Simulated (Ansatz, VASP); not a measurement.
## Two plane-wave programs on Pt3C2

```
Pt C
1.0
     5.50564    0.00000    0.00000
    -2.75282    4.76802    0.00000
     0.00000    0.00000    2.62115
Pt C
3 2
Direct
  0.50000 0.00000 0.50000
  0.00000 0.50000 0.50000
  0.50000 0.50000 0.50000
  0.00000 0.00000 0.00000
  0.00000 0.00000 0.50000
```

Alike in both runs: functional PBE; k mesh 12 × 12 × 14; occupations gaussian, width 0.1 eV; no spin polarisation.

Ansatz relaxed the structure, and its values are those at the end. VASP's run is a single point on that final structure, the one shown.

|  | VASP | Ansatz |
| --- | --- | --- |
| version | VASP 6.6.1 | Ansatz 0.2.0 |
| potentials or method | VASP PAW PBE potentials, release 64 (Pt, C), cutoff 520 eV | scalar-relativistic, plane waves, PAW |
| valence electrons in the cell | 38 | 62 |

```csv
,VASP,Ansatz,Ansatz less VASP
gap on the k mesh at the Fermi level (eV),none,none,-
pressure (GPa),-0.3,0.0,+0.31
```

A gap of «none» marks a metal or a gap that the smearing closes. With one functional, cell and mesh, what is left measures potentials, basis and numerics. VASP's potentials hold 38 valence electrons a cell and Ansatz's 62, so a difference there can come from the potentials and not from the codes.

Spin-orbit coupling is off throughout.
